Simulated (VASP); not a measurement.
A run of VASP 6.6.1 is set up as follows.

The input INCAR:

```
SYSTEM = TaF3
PREC = Accurate ; ENCUT = 520
EDIFF = 1E-6 ; ISMEAR = 0
SIGMA = 0.15 ; LREAL = .False.
LASPH = .True. ; NELM = 80
ALGO = Normal ; ISIF = 2
LWAVE = .False. ; LCHARG = .False.
GGA = PS ; NBANDS = 24
```

File KPOINTS:

```
regular mesh
0
Gamma
  12 12 12
  0 0 0
```

Contents of POSCAR:

```
TaF3
1.0
    3.8426820000      0.0000000000      0.0000000000
    0.0000000000      3.8426820000      0.0000000000
    0.0000000000      0.0000000000      3.8426820000
Ta F
1 3
Direct
    0.0000000000      0.0000000000      0.0000000000
    0.5000000000      0.0000000000      0.0000000000
    0.0000000000      0.5000000000      0.0000000000
    0.0000000000      0.0000000000      0.5000000000
```

Potentials or basis: VASP PAW PBE potentials, release 64 (Ta_pv, F).

The run is started by

```bash
$ cat potpaw_PBE.64/Ta_pv/POTCAR potpaw_PBE.64/F/POTCAR > POTCAR
$ mpirun -np 1 vasp_std > vasp.out
```

Question: What does it give for the pressure?

Answer: 31.0 GPa.

Question: What does it give for the band gap on the k mesh?

Answer: Zero (bands 16 and 17 overlap by 3.34 eV).

Caveat: the cell differs from its parent crystal (strain -0.015 along x and y, -0.015 along z); the cell stands under pressure; the PAW data sets were made with another functional, which shifts forces and pressure a little; spin-orbit coupling is left out, which moves the levels of the heavy elements.
